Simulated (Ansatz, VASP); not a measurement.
**One calculation of Ir, two programs**

```
Ir
1.0
     0.00000    1.92696    1.92696
     1.92696    0.00000    1.92696
     1.92696    1.92696    0.00000
Ir
1
Cartesian
  0.0000 0.0000 0.0000
```

Alike in both runs: task relaxation of cell and atoms; functional r2SCAN; k mesh 18 × 18 × 18; occupations gaussian, width 0.1 eV; no spin polarisation.

|  | VASP | Ansatz |
| --- | --- | --- |
| version | VASP 6.6.1 | Ansatz 0.2.0 |
| potentials or method | VASP PAW PBE potentials, release 64 (Ir), cutoff 600 eV | scalar-relativistic, plane waves, PAW |
| valence electrons in the cell | 9 | 17 |

|  | VASP | Ansatz | Ansatz less VASP |
| --- | --- | --- | --- |
| gap on the k mesh at the Fermi level, each at its own relaxed structure (eV) | none | none | - |
| relaxed volume (Å³/atom) | 14.29 | 14.20 | -0.093 |
| relaxed length of the cell vector where the two differ most in proportion (Å) | 2.724 | 2.718 | -0.0059 |

VASP's potentials were made for PBE, not for r2SCAN. A gap of «none» marks a metal or a gap that the smearing closes. VASP's potentials hold 9 valence electrons a cell and Ansatz's 17, so a difference there can come from the potentials and not from the codes.

Spin-orbit coupling is off throughout.
